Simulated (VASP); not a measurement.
# HfN (F-43m) in VASP: a series of runs

The runs below take HfN through relaxation of cell and atoms, with LDA+U.

Program: VASP 6.6.1. These are calculated values, not measurements. Logs are shortened: lines on timing, memory, paths and dates and some standing lists are left out, and cuts for length are marked.

## 1. The cell of the first run

It takes space group F-43m (No. 216, cubic). Conventional cell: a = 4.910 Å, b = 4.910 Å, c = 4.910 Å, α = 90.00°, β = 90.00°, γ = 90.00°. Within 2.8 Å of Hf (site symmetry -43m) lie 4 N at 2.13 Å. Within 2.8 Å of N (site symmetry -43m) lie 4 Hf at 2.13 Å.

## 2. Relaxation of cell and atoms, LDA+U

Contents of INCAR:

```
PREC = Accurate ; ENCUT = 600
EDIFF = 1E-7 ; ISMEAR = -1
SIGMA = 0.05 ; LREAL = False
LASPH = True ; NELM = 150
ALGO = Normal ; ISIF = 3
LWAVE = False ; LCHARG = False
LMAXMIX = 4 ; LDAU = True
LDAUTYPE = 2 ; LDAUL = 2 -1
LDAUU = 4 0 ; LDAUJ = 0 0
LDAUPRINT = 1 ; IBRION = 2
NSW = 60 ; EDIFFG = -0.01
```

Contents of KPOINTS:

```
regular mesh
0
Gamma
  9 9 9
```

Contents of POSCAR:

```
HfN
1.0
    0.0000000000      2.4548220000      2.4548220000
    2.4548220000      0.0000000000      2.4548220000
    2.4548220000      2.4548220000      0.0000000000
Hf N
1 1
Direct
    0.0000000000      0.0000000000      0.0000000000
    0.2500000000      0.2500000000      0.2500000000
```

Potentials or basis: VASP PAW LDA potentials, release 64 (Hf_pv, N).

Command:

```console
cat potpaw_LDA.64/Hf_pv/POTCAR potpaw_LDA.64/N/POTCAR > POTCAR
mpirun -np 1 vasp_std > vasp.out
```

OUTCAR:

```text
PREC = Accurate
   ENCUT = 600
   EDIFF = 1E-7
   ISMEAR = -1
   LREAL = False
   LASPH = True
   NELM = 150
   ISIF = 3
   IBRION = 2
   NSW = 60
   EDIFFG = -0.01

 ion  position               nearest neighbor table
   1  0.000  0.000  0.000-   2 2.13   2 2.13   2 2.13   2 2.13
   2  0.250  0.250  0.250-   1 2.13   1 2.13   1 2.13   1 2.13

  LATTYP: Found a face centered cubic cell.
 ALAT       =     4.9096440000

  Lattice vectors:

 A1 = (   0.0000000000,   2.4548220000,   2.4548220000)
 A2 = (   2.4548220000,   0.0000000000,   2.4548220000)
 A3 = (   2.4548220000,   2.4548220000,   0.0000000000)

Analysis of symmetry for initial positions (statically):
=====================================================================
 Subroutine PRICEL returns:
 Original cell was already a primitive cell.

 Routine SETGRP: Setting up the symmetry group for a
 face centered cubic supercell.

 Subroutine GETGRP returns: Found 24 space group operations
 (whereof 24 operations were pure point group operations)
 out of a pool of 48 trial point group operations.

The static configuration has the point symmetry T_d .

Analysis of symmetry for dynamics (positions and initial velocities):
=====================================================================
 Subroutine PRICEL returns:
 Original cell was already a primitive cell.

 Routine SETGRP: Setting up the symmetry group for a
 face centered cubic supercell.

 Subroutine GETGRP returns: Found 24 space group operations
 (whereof 24 operations were pure point group operations)
 out of a pool of 48 trial point group operations.

The dynamic configuration has the point symmetry T_d .

 Subroutine INISYM returns: Found 24 space group operations
 (whereof 24 operations are pure point group operations),
 and found     1 'primitive' translations

----------------------------------------------------------------------------------------

                                     Primitive cell

  volume of cell :      29.5863

  direct lattice vectors                    reciprocal lattice vectors
     0.000000000  2.454822000  2.454822000    -0.203680756  0.203680756  0.203680756
     2.454822000  0.000000000  2.454822000     0.203680756 -0.203680756  0.203680756
     2.454822000  2.454822000  0.000000000     0.203680756  0.203680756 -0.203680756
[... 146 lines left out ...]
  external PRESSURE =      17.2716230 kB  Pullay stress =       0.0000000 kB
[... 53 lines left out ...]
  FREE ENERGIE OF THE ION-ELECTRON SYSTEM (eV)
  ---------------------------------------------------
  free  energy   TOTEN  =       -20.3423082487 eV

  energy  without entropy=      -20.3354017744  energy(sigma->0) =      -20.33885501

atom =   1  type =  1  l = 2

 onsite density matrix

spin component  1

  0.2083 -0.0000 -0.0000 -0.0000  0.0000
 -0.0000  0.2083 -0.0000 -0.0000 -0.0000
 -0.0000 -0.0000  0.0767 -0.0000  0.0000
 -0.0000 -0.0000 -0.0000  0.2083  0.0000
  0.0000 -0.0000  0.0000  0.0000  0.0767

spin component  2

  0.2083 -0.0000 -0.0000 -0.0000  0.0000
 -0.0000  0.2083 -0.0000 -0.0000 -0.0000
 -0.0000 -0.0000  0.0767 -0.0000  0.0000
 -0.0000 -0.0000 -0.0000  0.2083  0.0000
  0.0000 -0.0000  0.0000  0.0000  0.0767

 occupancies and eigenvectors

  o =  0.0767  v =  0.0000  0.0000  0.0276 -0.0000  0.9996  0.0000  0.0000  0.0000  0.0000  0.0000      0.0000  0.0000  0.0000  0.0000  0.0000  0.0000  0.0000  0.0000  0.0000  0.0000
  o =  0.0767  v =  0.0000  0.0000  0.0000  0.0000  0.0000  0.0000  0.0000  0.0276 -0.0000  0.9996      0.0000  0.0000  0.0000  0.0000  0.0000  0.0000  0.0000  0.0000  0.0000  0.0000
  o =  0.0767  v =  0.0000  0.0000 -0.9996 -0.0000  0.0276  0.0000  0.0000  0.0000  0.0000  0.0000      0.0000  0.0000  0.0000  0.0000  0.0000  0.0000  0.0000  0.0000  0.0000  0.0000
  o =  0.0767  v =  0.0000  0.0000  0.0000  0.0000  0.0000  0.0000  0.0000 -0.9996 -0.0000  0.0276      0.0000  0.0000  0.0000  0.0000  0.0000  0.0000  0.0000  0.0000  0.0000  0.0000
  o =  0.2083  v =  0.0000  0.0000  0.0000  0.0000  0.0000  0.0000  0.4193  0.0000 -0.9079 -0.0000      0.0000  0.0000  0.0000  0.0000  0.0000  0.0000  0.0000  0.0000  0.0000  0.0000
  o =  0.2083  v =  0.0000  0.4193  0.0000 -0.9079 -0.0000  0.0000  0.0000  0.0000  0.0000  0.0000      0.0000  0.0000  0.0000  0.0000  0.0000  0.0000  0.0000  0.0000  0.0000  0.0000
  o =  0.2083  v =  0.0000  0.0000  0.0000  0.0000  0.0000  0.0000  0.9079 -0.0000  0.4193 -0.0000      0.0000  0.0000  0.0000  0.0000  0.0000  0.0000  0.0000  0.0000  0.0000  0.0000
  o =  0.2083  v =  0.0000  0.9079 -0.0000  0.4193 -0.0000  0.0000  0.0000  0.0000  0.0000  0.0000      0.0000  0.0000  0.0000  0.0000  0.0000  0.0000  0.0000  0.0000  0.0000  0.0000
  o =  0.2083  v =  0.0000  0.0000  0.0000  0.0000  0.0000  1.0000  0.0000  0.0000  0.0000  0.0000      0.0000  0.0000  0.0000  0.0000  0.0000  0.0000  0.0000  0.0000  0.0000  0.0000
  o =  0.2083  v =  1.0000  0.0000  0.0000  0.0000  0.0000  0.0000  0.0000  0.0000  0.0000  0.0000      0.0000  0.0000  0.0000  0.0000  0.0000  0.0000  0.0000  0.0000  0.0000  0.0000

--------------------------------------- Ionic step        3  -------------------------------------------

 number of electron      15.0000000 magnetization

 Free energy of the ion-electron system (eV)
  ---------------------------------------------------
  ext. energy  EPLUGINS =         0.00000000
  ---------------------------------------------------
  free energy    TOTEN  =       -20.34618729 eV

  energy without entropy =      -20.33926797  energy(sigma->0) =      -20.34272763

 E-fermi :   5.9607     XC(G=0): -11.4859

 val. band max:        5.9267194183   @ k =  -0.2222   0.3333   0.1111
 cond. band min:       6.2703408623   @ k =  -0.4444   0.2222   0.1111
 fundamental gap:      0.3436214440
 Fermi energy:         5.9606960445

 k-point     1 :       0.0000    0.0000    0.0000
  band No.  band energies     occupation
      1     -25.8449      2.00000
      2     -25.8449      2.00000
      3     -25.8449      2.00000
      4     -10.1558      2.00000
      5       0.5978      2.00000
      6       0.5978      2.00000
      7       0.5978      2.00000
      8       4.9307      2.00000
      9       8.7751      0.00000
     10       8.7751      0.00000
     11      12.4728      0.00000
[... 309 lines left out ...]
 k-point    24 :       0.4444    0.4444    0.0000
  band No.  band energies     occupation
      1     -26.2690      2.00000
      2     -25.9918      2.00000
      3     -25.9918      2.00000
      4      -8.5995      2.00000
      5      -0.9821      2.00000
      6       2.1801      2.00000
      7       2.1801      2.00000
      8       4.7640      2.00000
      9       8.3897      0.00000
     10      10.5731      0.00000
     11      10.8533      0.00000

 [... further k-points ...]
[... 5 lines left out ...]
  --------------------------------------------------------------------------------------
  -------------------------------------------------------------------------------------
  Total       -0.0018450     -0.0018450     -0.0018450      0.0000000     -0.0000000     -0.0000000
  in kB       -0.0990635     -0.0990635     -0.0990635      0.0000000     -0.0000000     -0.0000000
  external PRESSURE =      -0.0990635 kB  Pullay stress =       0.0000000 kB
[... 17 lines left out ...]
  FREE ENERGIE OF THE ION-ELECTRON SYSTEM (eV)
  ---------------------------------------------------
  free  energy   TOTEN  =       -20.3461872925 eV

  energy  without entropy=      -20.3392679664  energy(sigma->0) =      -20.34272763

 reached required accuracy - stopping structural energy minimisation
```

OSZICAR:

```text
N       E                     dE             d eps       ncg     rms          rms(c)
DAV:   1     0.466827986054E+02    0.46683E+02   -0.87968E+03   770   0.139E+03
DAV:   2    -0.218060436983E+02   -0.68489E+02   -0.64665E+02  1067   0.254E+02
DAV:   3    -0.244902665386E+02   -0.26842E+01   -0.26670E+01   965   0.434E+01
DAV:   4    -0.245152021615E+02   -0.24936E-01   -0.24918E-01   937   0.476E+00
[... 23 lines left out ...]
DAV:   3    -0.203463800526E+02    0.23212E-02   -0.45668E-03   830   0.641E-01    0.555E-01
DAV:   4    -0.203461920214E+02    0.18803E-03   -0.70679E-04   927   0.245E-01    0.316E-01
DAV:   5    -0.203461874269E+02    0.45946E-05   -0.58866E-05   925   0.612E-02    0.278E-02
DAV:   6    -0.203461873702E+02    0.56610E-07   -0.41372E-06  1015   0.166E-02    0.120E-02
DAV:   7    -0.203461872925E+02    0.77758E-07   -0.13260E-07   674   0.355E-03
   3 F= -.20346187E+02 E0= -.20342728E+02  d E =-.134881E-02
```

It took 20 s on 1 thread of AMD EPYC 7R13 (Zen 3), shared host; peak memory 0.13 GiB.

What came out:

```
Free energy                            : -20.3462 eV
Relaxed volume                         : 14.92 Å³/atom
Relaxed cell                           : a = 3.482 Å, b = 3.482 Å, c = 3.482 Å, α = 60.00°, β = 60.00°, γ = 60.00°
Space group after relaxing (to 0.05 Å) : F-43m (No. 216)
Energy gained by relaxing              : 0.7 meV/atom
Ionic steps                            : 3
Pressure after relaxing                : 0.0 GPa
```

The path:
| step | energy change (eV) | largest force (eV/Å) | pressure (GPa) | volume (Å³) |
| --- | --- | --- | --- | --- |
| 1 | 0.0000 | 0.0000 | 1.73 | 29.59 |
| 2 | 0.0025 | 0.0000 | -2.82 | 30.27 |
| 3 | -0.0013 | 0.0000 | -0.01 | 29.84 |

Final structure:
```
CELL_PARAMETERS angstrom
0.00000 2.46181 2.46181
2.46181 0.00000 2.46181
2.46181 2.46181 0.00000
ATOMIC_POSITIONS crystal
Hf 0.00000 0.00000 0.00000
N 0.25000 0.25000 0.25000
```

Levels at points of the mesh, in eV from the Fermi level:
| k point | band 6 | band 7 | band 8 | band 9 | band 10 | band 11 |
| --- | --- | --- | --- | --- | --- | --- |
| (0.00, 0.00, 0.00) | -5.36 | -5.36 | -1.03 | 2.81 | 2.81 | 6.51 |

Eigenvalues of the final occupation matrices:
```csv
site,spin,trace,eigenvalues
site 1 d,1,0.78,0.08 0.08 0.21 0.21 0.21
site 1 d,2,0.78,0.08 0.08 0.21 0.21 0.21
```

Caveat: spin-orbit coupling is left out, which moves the levels of the heavy elements; U without spin polarisation on a metal has little footing.

## 3. Relaxation of cell and atoms, LDA+U

Contents of INCAR:

```
PREC = Accurate
ENCUT = 600
EDIFF = 1E-6
ISMEAR = -1
SIGMA = 0.05
LREAL = F
LASPH = T
NELM = 150
ALGO = Normal
ISIF = 3
LWAVE = F
LCHARG = F
LMAXMIX = 4
LDAU = T
LDAUTYPE = 2
LDAUL = 2 -1
LDAUU = 5 0
LDAUJ = 0 0
LDAUPRINT = 1
GGA = CA
IBRION = 2
NSW = 60
EDIFFG = -0.01
```

KPOINTS is that of step 2.

POSCAR is that of step 2.

Potentials or basis: VASP PAW LDA potentials, release 64 (Hf_pv, N).

Command:

```console
cat potpaw_LDA.64/Hf_pv/POTCAR potpaw_LDA.64/N/POTCAR > POTCAR
mpirun -np 1 vasp_std > vasp.out
```

Run time: 25 s. Hardware: 1 thread of AMD EPYC 7R13 (Zen 3), shared host; peak memory 0.13 GiB.

Results (log left out):

* Free energy: -19.7205 eV
* Relaxed volume: 15.14 Å³/atom
* Relaxed cell: a = 3.499 Å, b = 3.499 Å, c = 3.499 Å, α = 60.00°, β = 60.00°, γ = 60.00°
* Space group after relaxing (to 0.05 Å): F-43m (No. 216)
* Energy gained by relaxing: 5.0 meV/atom
* Ionic steps: 3
* Pressure after relaxing: -0.1 GPa

Step by step:
```csv
step,energy change (eV),largest force (eV/Å),pressure (GPa),volume (Å³)
1,0.0000,0.0000,4.72,29.59
2,0.0182,0.0000,-7.15,31.49
3,-0.0099,0.0000,-0.06,30.28
```

Final structure:
```xyz
2
Lattice="0.0000 2.4739 2.4739 2.4739 0.0000 2.4739 2.4739 2.4739 0.0000" Properties=species:S:1:pos:R:3 pbc="T T T"
Hf    0.0000    0.0000    0.0000
N     1.2370    1.2370    1.2370
```

Levels at points of the mesh, in eV from the Fermi level:
| k point | band 5 | band 6 | band 7 | band 8 | band 9 | band 10 | band 11 |
| --- | --- | --- | --- | --- | --- | --- | --- |
| (0.00, 0.00, 0.00) | -5.30 | -5.30 | -5.30 | -1.19 | 2.94 | 2.94 | 6.42 |

Eigenvalues of the final occupation matrices:
| site | spin | trace | eigenvalues |
| --- | --- | --- | --- |
| site 1 d | 1 | 0.75 | 0.07 0.07 0.20 0.20 0.20 |
| site 1 d | 2 | 0.75 | 0.07 0.07 0.20 0.20 0.20 |

Caveat: spin-orbit coupling is left out, which moves the levels of the heavy elements; U without spin polarisation on a metal has little footing.
